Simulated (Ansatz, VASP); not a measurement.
One calculation of BaO, two programs

File INCAR:

```
SYSTEM = BaO
ALGO = Normal
EDIFF = 1E-6
ENCUT = 600
GGA = PE
GGA_COMPAT = .False.
ISIF = 2
ISMEAR = -1
LASPH = .True.
LCHARG = .True.
LELF = .True.
LREAL = .False.
LVHAR = .True.
LWAVE = .False.
NBANDS = 15
NELM = 120
PREC = Accurate
SIGMA = 0.02
```

File KPOINTS:

```
k-points
0
Gamma
  8 8 8
  0 0 0
```

POSCAR

```
BaO
1.0
    0.0275000000      2.7637500000      2.7637500000
    2.7637500000      0.0275000000      2.7637500000
    2.7637500000      2.7637500000      0.0275000000
Ba O
1 1
Direct
    0.0000000000      0.0000000000      0.0000000000
    0.5000000000      0.5000000000      0.5000000000
```

Input for Ansatz:

```yaml
crystal:
  lattice:
    - [0.0275, 2.76375, 2.76375]
    - [2.76375, 0.0275, 2.76375]
    - [2.76375, 2.76375, 0.0275]
  atoms:
    - { symbol: Ba, position: [0.0, 0.0, 0.0] }
    - { symbol: O, position: [0.5, 0.5, 0.5] }
kpoints:
  mp_grid: { grid: [8, 8, 8] }
  band_path:
    path:
      - [0.0, 0.0, 0.0]
      - [0.5, 0.5, 0.5]
      - [0.247543133, 0.5, 0.752456867]
      - [-0.247543133, 0.247543133, 0.5]
      - [0.0, 0.0, 0.5]
      - [0.0, 0.0, 0.0]
      - [-0.3737715665, 0.0, 0.3737715665]
      - [0.0, 0.3737715665, 0.6262284335]
      - [0.0, 0.5, 0.5]
    npoints: 5
scf:
  occupations: { method: fermi_dirac, width: 0.02 }
hamiltonian:
  xc: pbe
  pseudopotentials: { kind: all_electron, lapw: { basis_error: 0.0005 } }
output:
  forces: true
  stress: true
  eigenvalues: true
```

Change from the starting cell: equal xy, yz and zx shear strains of +1 %.

Alike in both runs: task single point; functional PBE; k mesh 8 × 8 × 8; occupations fermi-dirac, width 0.02 eV; no spin polarisation.

|  | VASP | Ansatz |
| --- | --- | --- |
| version | VASP 6.6.1 | Ansatz 0.2.0 |
| potentials or method | VASP PAW PBE potentials, release 64 (Ba_sv, O), cutoff 600 eV | all-electron LAPW, scalar-relativistic |

```csv
,VASP,Ansatz,Ansatz less VASP
gap on the k mesh at the Fermi level (eV),1.90,1.97,+0.069
pressure (GPa),4.8,3.0,-1.78
"traceless stress, the component that is largest in VASP (GPa)",-0.36,-0.35,+0.006
```

Ansatz ran all-electron here, and VASP with PAW potentials.

Neither program's run includes spin-orbit coupling.
